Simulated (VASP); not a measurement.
# NiO2 (P-3m1) in VASP: a series of runs, part 2 of 2

VASP 6.6.1.

## Step 4: Single point, LDA (c/a of the conventional cell at fixed volume 1.3905)

INCAR

```
SYSTEM = NiO2
PREC = Accurate
ENCUT = 520
EDIFF = 1E-7
ISMEAR = 0
SIGMA = 0.05
LREAL = .FALSE.
LASPH = .TRUE.
NELM = 100
ALGO = Normal
ISIF = 2
LWAVE = .FALSE.
LCHARG = .TRUE.
LELF = .TRUE.
LVHAR = .TRUE.
NBANDS = 18
```

KPOINTS

```
Automatic mesh
0
G
  12 12 6
  0 0 0
```

POSCAR

```
NiO2
1.0
    2.8475295614      0.0000000000      0.0000000000
   -1.4237647807      2.4660329382      0.0000000000
    0.0000000000      0.0000000000      3.9594898551
Ni O
1 2
Direct
    0.0000000000      0.0000000000      0.5000000000
    0.6666666667      0.3333333333      0.6948483030
    0.3333333333      0.6666666667      0.3051516970
```

Potentials or basis: VASP PAW LDA potentials, release 64 (Ni, O).

Launch:

```bash
$ cat potpaw_LDA.64/Ni/POTCAR potpaw_LDA.64/O/POTCAR > POTCAR
$ mpirun -np 1 vasp_std > vasp.out
```

OUTCAR:

```text
SYSTEM = NiO2
   PREC = Accurate
   ENCUT = 520
   EDIFF = 1E-7
   ISMEAR = 0
   LREAL = .FALSE.
   LASPH = .TRUE.
   NELM = 100
   ISIF = 2

 ion  position               nearest neighbor table
   1  0.000  0.000  0.500-   2 1.82   3 1.82   2 1.82   3 1.82   2 1.82   3 1.82
   2  0.667  0.333  0.695-   1 1.82   1 1.82   1 1.82
   3  0.333  0.667  0.305-   1 1.82   1 1.82   1 1.82

  LATTYP: Found a hexagonal cell.
 ALAT       =     2.8475295614
 C/A-ratio  =     1.3905000000

  Lattice vectors:

 A1 = (   2.8475295614,   0.0000000000,   0.0000000000)
 A2 = (  -1.4237647807,   2.4660329382,   0.0000000000)
 A3 = (   0.0000000000,   0.0000000000,   3.9594898551)

Analysis of symmetry for initial positions (statically):
=====================================================================
 Subroutine PRICEL returns:
 Original cell was already a primitive cell.

 Routine SETGRP: Setting up the symmetry group for a
 hexagonal supercell.

 Subroutine GETGRP returns: Found 12 space group operations
 (whereof 12 operations were pure point group operations)
 out of a pool of 24 trial point group operations.

The static configuration has the point symmetry D_3d.

Analysis of symmetry for dynamics (positions and initial velocities):
=====================================================================
 Subroutine PRICEL returns:
 Original cell was already a primitive cell.

 Routine SETGRP: Setting up the symmetry group for a
 hexagonal supercell.

 Subroutine GETGRP returns: Found 12 space group operations
 (whereof 12 operations were pure point group operations)
 out of a pool of 24 trial point group operations.

The dynamic configuration has the point symmetry D_3d.

 Subroutine INISYM returns: Found 12 space group operations
 (whereof 12 operations are pure point group operations),
 and found     1 'primitive' translations

[... 108 lines left out ...]
   NUPDOWN=      -1.0000    fix difference up-down
   EMIN   =  10.00;   EMAX   =-10.00  energy-range for DOS
   EFERMI =   0.00;   METHOD = LEGACY
   ISMEAR =     0;   SIGMA  =   0.05  broadening in eV -4-tet -1-fermi 0-gaus
   EFERMI_NEDOS =   21; number of points for ismear=-14 and -15
   IALGO  =     38    algorithm
   IMIX   =      4    mixing-type and parameters
     AMIX     =   0.40;   BMIX     =  1.00
     AMIX_MAG =   1.60;   BMIX_MAG =  1.00
  volume/ion in A,a.u.               =       9.27        62.54
  Fermi-wavevector in a.u.,A,eV,Ry     =   1.514190  2.861404 31.195034  2.292770
  Thomas-Fermi vector in A             =   2.623880
   LORBIT       =      0    0 simple, 1 ext, 2 COOP (PROOUT), +10 PAW based schemes
   GGA     = CA    functional components
   LHFCALC =     F    Hartree Fock is set to
   AEXX    =    0.0000 exact exchange contribution
   IVDW    =     0    specifies the selected vdW correction
   LEPSILON=     F    determine dielectric tensor
   LRPA    =     F    only Hartree local field effects (RPA)
 non-spin polarized calculation
 Gauss-broadening in eV      SIGMA  =   0.05
  energy-cutoff  :      520.00
  volume of cell :       27.80
 maximum number of plane-waves:       766
 NGX is ok and might be reduce to    24

 number of electron      22.0000003 magnetization

 Free energy of the ion-electron system (eV)
  ---------------------------------------------------
  ext. energy  EPLUGINS =         0.00000000
  ---------------------------------------------------
  free energy    TOTEN  =       -19.86219753 eV

  energy without entropy =      -19.86219753  energy(sigma->0) =      -19.86219753

 E-fermi :   4.5487     XC(G=0): -12.1416

 val. band max:        4.2854890141   @ k =   0.0833  -0.0000   0.5000
 cond. band min:       4.7755892709   @ k =   0.3333   0.0000   0.3333
 fundamental gap:      0.4901002568
 Fermi energy:         4.5487125249

 k-point     1 :       0.0000    0.0000    0.0000
  band No.  band energies     occupation
      1     -16.4707      2.00000
      2     -12.4362      2.00000
      3      -2.8618      2.00000
      4      -2.8618      2.00000
      5      -2.0957      2.00000
      6       1.6859      2.00000
[... 481 lines left out ...]
      5      -1.4157      2.00000
      6       0.4671      2.00000
[... 10 lines left out ...]
     17      21.8964      0.00000
     18      23.8145      0.00000

 [... further k-points ...]
[... 5 lines left out ...]
  --------------------------------------------------------------------------------------
  -------------------------------------------------------------------------------------
  Total        1.2250398      1.2250398      3.2733391      0.0000000      0.0000000      0.0000000
  in kB       70.5918293     70.5918293    188.6232541      0.0000000      0.0000000      0.0000000
  external PRESSURE =     109.9356376 kB  Pullay stress =       0.0000000 kB

 VOLUME and BASIS-vectors are now :
 -----------------------------------------------------------------------------
  energy-cutoff  :      520.00
  volume of cell :       27.80
      direct lattice vectors                 reciprocal lattice vectors
     2.847529561  0.000000000  0.000000000     0.351181604  0.202754794  0.000000000
    -1.423764781  2.466032938  0.000000000     0.000000000  0.405509588  0.000000000
     0.000000000  0.000000000  3.959489855     0.000000000  0.000000000  0.252557788

 POSITION                                       TOTAL-FORCE (eV/Angst)
 -----------------------------------------------------------------------------------
      0.00000      0.00000      1.97974        -0.000000      0.000000      0.000000
      1.42376      0.82201      2.75124         0.000000      0.000000      2.194610
     -0.00000      1.64402      1.20825         0.000000      0.000000     -2.194610
 -----------------------------------------------------------------------------------
    total drift:                                0.000000      0.000000     -0.000000

  FREE ENERGIE OF THE ION-ELECTRON SYSTEM (eV)
  ---------------------------------------------------
  free  energy   TOTEN  =       -19.8621975287 eV

  energy  without entropy=      -19.8621975287  energy(sigma->0) =      -19.86219753
```

Wall time 76 s (1 thread of Intel Xeon Platinum 8375C at 2.90GHz (Ice Lake), shared host); peak memory 0.16 GiB.

Results:

* Free energy: -19.8622 eV
* Pressure: 11.0 GPa
* Largest force: 2.195 eV/Å
* Band gap on the k mesh: 0.49 eV, indirect (least direct gap 0.95 eV)

Forces in eV/Å, atoms in the order of the input:
```
Ni   0.000  0.000  0.000
O    0.000  0.000  2.195
O    0.000  0.000 -2.195
```

Caveat: forces of over 1 eV/Å act on the atoms, so gaps and moduli don't describe the material at rest.

## Step 5: Single point, LDA (c/a of the conventional cell at fixed volume 1.4565)

INCAR

```
PREC = Accurate
ENCUT = 520
EDIFF = 1E-6
ISMEAR = 0
SIGMA = 0.05
LREAL = False
LASPH = True
NELM = 80
ALGO = Normal
ISIF = 2
LWAVE = False
LCHARG = True
LELF = True
LVHAR = True
NBANDS = 18
```

KPOINTS

```
regular mesh
0
Gamma
  12 12 6
```

POSCAR

```
NiO2
1.0
    2.8038519370      0.0000000000      0.0000000000
   -1.4019259685      2.4282070059      0.0000000000
    0.0000000000      0.0000000000      4.0838103463
Ni O
1 2
Direct
    0.0000000000      0.0000000000      0.5000000000
    0.6666666667      0.3333333333      0.7067356968
    0.3333333333      0.6666666667      0.2932643032
```

Potentials or basis: VASP PAW LDA potentials, release 64 (Ni, O).

Launch:

```bash
$ cat potpaw_LDA.64/Ni/POTCAR potpaw_LDA.64/O/POTCAR > POTCAR
$ mpirun -np 1 vasp_std > vasp.out
```

OUTCAR:

```text
PREC = Accurate
   ENCUT = 520
   EDIFF = 1E-6
   ISMEAR = 0
   LREAL = False
   LASPH = True
   NELM = 80
   ISIF = 2

 ion  position               nearest neighbor table
   1  0.000  0.000  0.500-   2 1.83   3 1.83   2 1.83   3 1.83   2 1.83   3 1.83
   2  0.667  0.333  0.707-   1 1.83   1 1.83   1 1.83
   3  0.333  0.667  0.293-   1 1.83   1 1.83   1 1.83

  LATTYP: Found a hexagonal cell.
 ALAT       =     2.8038519370
 C/A-ratio  =     1.4565000000

  Lattice vectors:

 A1 = (   2.8038519370,   0.0000000000,   0.0000000000)
 A2 = (  -1.4019259685,   2.4282070059,   0.0000000000)
 A3 = (   0.0000000000,   0.0000000000,   4.0838103463)

Analysis of symmetry for initial positions (statically):
=====================================================================
 Subroutine PRICEL returns:
 Original cell was already a primitive cell.

 Routine SETGRP: Setting up the symmetry group for a
 hexagonal supercell.

 Subroutine GETGRP returns: Found 12 space group operations
[... 161 lines left out ...]
  ---------------------------------------------------
  ext. energy  EPLUGINS =         0.00000000
  ---------------------------------------------------
  free energy    TOTEN  =       -20.07893962 eV

  energy without entropy =      -20.07893962  energy(sigma->0) =      -20.07893962

 E-fermi :   4.4375     XC(G=0): -12.1668

 val. band max:        4.1471222026   @ k =   0.0833   0.0000   0.5000
 cond. band min:       4.7651292558   @ k =   0.3333   0.0000   0.3333
 fundamental gap:      0.6180070532
 Fermi energy:         4.4375219827

 k-point     1 :       0.0000    0.0000    0.0000
  band No.  band energies     occupation
      1     -16.2867      2.00000
      2     -12.7665      2.00000
      3      -2.5356      2.00000
      4      -2.5356      2.00000
      5      -2.3531      2.00000
      6       1.5955      2.00000
[... 481 lines left out ...]
      5      -1.6237      2.00000
      6       0.4145      2.00000
[... 10 lines left out ...]
     17      21.3956      0.00000
     18      24.1567      0.00000

 [... further k-points ...]
[... 5 lines left out ...]
  --------------------------------------------------------------------------------------
  -------------------------------------------------------------------------------------
  Total        0.6948360      0.6948360      1.9426826      0.0000000      0.0000000      0.0000000
  in kB       40.0393042     40.0393042    111.9453544      0.0000000      0.0000000      0.0000000
  external PRESSURE =      64.0079876 kB  Pullay stress =       0.0000000 kB

 VOLUME and BASIS-vectors are now :
 -----------------------------------------------------------------------------
  energy-cutoff  :      520.00
  volume of cell :       27.80
      direct lattice vectors                 reciprocal lattice vectors
     2.803851937  0.000000000  0.000000000     0.356652214  0.205913252  0.000000000
    -1.401925969  2.428207006  0.000000000     0.000000000  0.411826503  0.000000000
     0.000000000  0.000000000  4.083810346     0.000000000  0.000000000  0.244869354

 POSITION                                       TOTAL-FORCE (eV/Angst)
 -----------------------------------------------------------------------------------
      0.00000      0.00000      2.04191        -0.000000      0.000000      0.000000
      1.40193      0.80940      2.88617        -0.000000      0.000000      1.209175
     -0.00000      1.61880      1.19764         0.000000     -0.000000     -1.209175
 -----------------------------------------------------------------------------------
    total drift:                                0.000000     -0.000000      0.000000

  FREE ENERGIE OF THE ION-ELECTRON SYSTEM (eV)
  ---------------------------------------------------
  free  energy   TOTEN  =       -20.0789396200 eV

  energy  without entropy=      -20.0789396200  energy(sigma->0) =      -20.07893962
```

stdout:

```text
POSCAR found type information on POSCAR NiO
 POSCAR found :  2 types and       3 ions
 scaLAPACK will be used
 LDA part: xc-table for (Slater(with rela. corr.)+CA(PZ))
 , standard interpolation
 POSCAR, INCAR and KPOINTS ok, starting setup
 FFT: planning ... GRIDC
 FFT: planning ... GRID_SOFT
 FFT: planning ... GRID
 WAVECAR not read
 entering main loop
```

Wall time 35 s (1 thread of Intel Xeon 6975P-C, shared host); peak memory 0.16 GiB.

What came out:

- Free energy: -20.0789 eV
- Pressure: 6.4 GPa
- Largest force: 1.209 eV/Å
- Band gap on the k mesh: 0.62 eV, indirect (least direct gap 1.07 eV)

Forces on the atoms (eV/Å):
```
Ni   0.000  0.000  0.000
O    0.000  0.000  1.209
O    0.000  0.000 -1.209
```

Levels at points of the mesh, in eV from the valence-band top:
| k point | band 9 | band 10 | band 11 | band 12 | band 13 | band 14 |
| --- | --- | --- | --- | --- | --- | --- |
| (0.00, 0.00, 0.00) | -1.56 | -0.78 | -0.44 | 2.12 | 2.12 | 7.93 |
| (0.50, 0.00, 0.00) | -2.26 | -2.09 | -1.24 | 1.25 | 2.17 | 12.74 |
| (0.00, 0.00, 0.50) | -1.65 | -1.65 | -0.03 | 2.22 | 2.22 | 9.95 |
| (0.50, 0.00, 0.50) | -2.07 | -1.46 | -1.39 | 1.27 | 1.99 | 11.21 |

Caveat: forces of over 1 eV/Å act on the atoms, so gaps and moduli don't describe the material at rest.

## Step 6: Single point, LDA (c/a of the conventional cell at fixed volume 1.5884)

INCAR

```
SYSTEM = NiO2
PREC = Accurate
ENCUT = 520
EDIFF = 1E-6
ISMEAR = 0
SIGMA = 0.05
LREAL = .FALSE.
LASPH = .TRUE.
NELM = 60
ALGO = Normal
ISIF = 2
LWAVE = .FALSE.
LCHARG = .FALSE.
GGA = CA
NBANDS = 18
```

KPOINTS

```
regular mesh
0
G
  12 12 6
  0 0 0
```

POSCAR

```
NiO2
1.0
    2.7239885620      0.0000000000      0.0000000000
   -1.3619942810      2.3590432943      0.0000000000
    0.0000000000      0.0000000000      4.3267834318
Ni O
1 2
Direct
    0.0000000000      0.0000000000      0.5000000000
    0.6666666667      0.3333333333      0.7305104846
    0.3333333333      0.6666666667      0.2694895154
```

Potentials or basis: VASP PAW LDA potentials, release 64 (Ni, O).

Launch:

```bash
$ cat potpaw_LDA.64/Ni/POTCAR potpaw_LDA.64/O/POTCAR > POTCAR
$ mpirun -np 1 vasp_std > vasp.out
```

Wall time 32 s (1 thread of Intel Xeon 6975P-C, shared host); peak memory 0.16 GiB.

The run converged. Its results:

```
Free energy            : -20.0825 eV
Pressure               : -4.3 GPa
Largest force          : 1.047 eV/Å
Band gap on the k mesh : 0.70 eV, indirect (least direct gap 0.85 eV)
```

Forces on the atoms (eV/Å):
```
Ni   0.000  0.000  0.000
O    0.000  0.000 -1.047
O    0.000  0.000  1.047
```

Stress tensor (GPa, compression positive):
```
 -0.39   0.00   0.00
  0.00  -0.39   0.00
  0.00   0.00 -12.20
```

Levels at points of the mesh, in eV from the valence-band top:
```tsv
k point	band 9	band 10	band 11	band 12	band 13	band 14
(0.00, 0.00, 0.00)	-1.04	-0.78	-0.57	2.01	2.01	8.08
(0.50, 0.00, 0.00)	-1.87	-1.78	-1.03	1.52	2.04	12.38
(0.00, 0.00, 0.50)	-1.14	-1.14	-0.21	2.12	2.12	10.07
(0.50, 0.00, 0.50)	-1.79	-1.63	-1.16	1.58	1.83	11.51
```

Caveat: forces of over 1 eV/Å act on the atoms, so gaps and moduli don't describe the material at rest. A k mesh can miss the band edges.

## Step 7: Summary

| cell | gap on the mesh (eV) | pressure (GPa) | largest force (eV/Å) |
| --- | --- | --- | --- |
| a = 2.687, b = 2.687, c = 4.446 Å, angles 90.0, 90.0, 120.0°, 3 atoms | 0.87 | 6.8 | 0.20 |
| a = 2.848, b = 2.848, c = 3.959 Å, angles 90.0, 90.0, 120.0°, 3 atoms | 0.49 | 11.0 | 2.19 |
| a = 2.804, b = 2.804, c = 4.084 Å, angles 90.0, 90.0, 120.0°, 3 atoms | 0.62 | 6.4 | 1.21 |
| a = 2.724, b = 2.724, c = 4.327 Å, angles 90.0, 90.0, 120.0°, 3 atoms | 0.70 | -4.3 | 1.05 |

Some of these runs hold the atoms at other places in the same cell, which the table doesn't show; runs alike in all that it shows share one row.

Alike in all rows: task single point; level LDA; potentials or basis VASP PAW LDA potentials, release 64 (Ni, O); no spin polarisation; k mesh 12 × 12 × 6; cutoff (eV) 520; smearing gaussian 0.05 eV.

Caveats: forces of over 1 eV/Å act on the atoms, so gaps and moduli don't describe the material at rest (some runs).

Absolute energies hang on the potentials; compare differences alone.
